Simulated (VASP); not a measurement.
**AlCl3: relaxation of the atoms with PBE+D3(BJ)**

The system is AlCl3, in a box.

```
CELL_PARAMETERS angstrom
13.59215 0.00000 0.00000
0.00000 14.09215 0.00000
0.00000 0.00000 14.59215
ATOMIC_POSITIONS crystal
Al 0.50390 0.50440 0.50201
Cl 0.41510 0.43545 0.58461
Cl 0.53400 0.44872 0.37450
Cl 0.55884 0.63044 0.54166
```

```
Program                : VASP 6.6.1
Task                   : relaxation of the atoms
Functional             : PBE
Dispersion             : D3(BJ)
Potentials or basis    : VASP PAW PBE potentials, release 64 (Al, Cl)
Cutoff                 : 450 eV
k mesh                 : 1 × 1 × 1
Occupations            : gaussian, width 0.005 eV
Spin                   : no spin polarisation
Dipole correction      : no
Further INCAR settings : ALGO = Normal; EDIFF = 1e-07; NELMDL = -8; IBRION = 2; EDIFFG = -0.03; NSW = 100
```

- Energy gained by relaxing: 47.0 meV/atom
- Ionic steps: 13
- Largest force after relaxing: 0.020 eV/Å
- Gap between the frontier levels: 5.65 eV
- Dispersion energy per atom: -0.031 eV

Forces on the atoms (eV/Å):
```
Al   0.003 -0.007  0.019
Cl  -0.011 -0.005  0.003
Cl   0.004  0.002 -0.015
Cl   0.004  0.009 -0.007
```

The path:
```tsv
step	energy change (eV)	largest force (eV/Å)	pressure (GPa)
1	0.0000	2.5939	0.16
2	-0.0902	2.1335	0.00
3	-0.1545	0.8490	0.05
4	-0.1831	0.2195	-0.01
5	-0.1842	0.0821	0.00
6	-0.1851	0.0774	-0.01
7	-0.1867	0.1307	-0.01
8	-0.1874	0.0585	-0.01
9	-0.1877	0.0793	-0.01
10	-0.1880	0.0399	0.00
11	-0.1881	0.0409	0.00
12	-0.1881	0.0385	0.00
13	-0.1881	0.0201	0.00
```

Final structure:
```
Al Cl
1.0
    13.59215    0.00000    0.00000
     0.00000   14.09215    0.00000
     0.00000    0.00000   14.59215
Al Cl
1 3
Direct
  0.50287 0.50491 0.50048
  0.41074 0.43094 0.58887
  0.53602 0.44900 0.37242
  0.56221 0.63416 0.54101
```

Levels at points of the mesh, in eV from the valence-band top:
| k point | band 10 | band 11 | band 12 | band 13 | band 14 | band 15 |
| --- | --- | --- | --- | --- | --- | --- |
| (0.00, 0.00, 0.00) | -0.46 | -0.45 | 0.00 | 5.65 | 6.00 | 7.77 |

It took 24 min on 1 thread of Intel(R) Xeon(R) Platinum 8375C CPU @ 2.90GHz (Ice Lake) (shared host), peak memory 1.9 GiB.
